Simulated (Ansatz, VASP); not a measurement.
# MgO in VASP and in Ansatz

```
CELL_PARAMETERS angstrom
0.00000 2.12673 2.12673
2.12673 0.00000 2.12673
2.12673 2.12673 0.00000
ATOMIC_POSITIONS crystal
Mg 0.50000 0.50000 0.50000
O 0.00000 0.00000 0.00000
```

Alike in both runs: functional PBE; k mesh 10 × 10 × 10; occupations gaussian, width 0.02 eV; no spin polarisation.

Ansatz relaxed the structure, and its values are those at the end. VASP's run is a single point on that final structure, the one shown.

|  | VASP | Ansatz |
| --- | --- | --- |
| version | VASP 6.6.1 | Ansatz 0.2.0 |
| potentials or method | VASP PAW PBE potentials, release 64 (Mg, O), cutoff 520 eV | scalar-relativistic, plane waves, PAW |
| valence electrons in the cell | 8 | 16 |

```tsv
	VASP	Ansatz	Ansatz less VASP
gap on the k mesh at the Fermi level (eV)	4.45	4.46	+0.017
least direct gap on the mesh (eV)	4.45	4.46	+0.017
pressure (GPa)	-0.7	0.0	+0.74
```

The functional is the same, so the differences come from potentials, cutoffs and numerics. VASP's potentials hold 8 valence electrons a cell and Ansatz's 16, so a difference there can come from the potentials and not from the codes.
